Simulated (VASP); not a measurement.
PtSe2: single point with LDA+U

PtSe2:

```
Pt Se
1.0
     3.72400    0.00000    0.00000
    -1.86200    3.22508    0.00000
     0.00000    0.00000    5.06200
Pt Se
1 2
Direct
  0.00000 0.00000 0.00000
  0.66667 0.33333 0.75000
  0.33333 0.66667 0.25000
```

```yaml
Program: VASP 6.6.1
Task: single point
Functional: LDA
Potentials_or_basis: VASP PAW LDA potentials, release 64 (Pt, Se)
Cutoff: 520 eV
k_mesh: 8 × 8 × 5
Occupations: fermi-dirac, width 0.05 eV
Spin: no spin polarisation
Hubbard_terms: Pt d U = 7.0 eV
Dipole_correction: no
k_mesh_for_the_DOS: 12 × 12 × 8
Occupations_for_the_DOS: tetrahedron
Further_INCAR_settings: ALGO = Normal; EDIFF = 1e-06
```

- Valence electrons inside the program's atomic spheres: Pt 9.99; Se 3.76

Levels at points of the mesh, in eV from the Fermi level:
```
           k point  band 8  band 9  band 10  band 11  band 12  band 13  band 14  band 15
(0.00, 0.00, 0.00)   -3.50   -0.77    -0.77     0.60     1.34     1.34     3.87     4.35
(0.50, 0.00, 0.00)   -3.91   -3.51    -3.42    -3.23     0.50     2.28     4.73     6.17
(0.00, 0.00, 0.50)   -2.80   -1.96    -1.24    -1.24     2.19     2.19     5.17     6.32
(0.50, 0.00, 0.50)   -4.79   -4.22    -2.49    -1.12     0.87     1.38     4.81     4.96
```

Eigenvalues of the final occupation matrices:
```tsv
site	spin	trace	eigenvalues
site 1 d	1	4.39	0.76 0.76 0.96 0.96 0.96
site 1 d	2	4.39	0.76 0.76 0.96 0.96 0.96
```

Wall time 39 s on 1 thread of Intel(R) Xeon(R) 6975P-C (Granite Rapids), with other jobs on the host, peak memory 0.25 GiB.

Caveat: spin-orbit coupling is left out, which moves the levels of the heavy elements; U without spin polarisation on a metal has little footing.
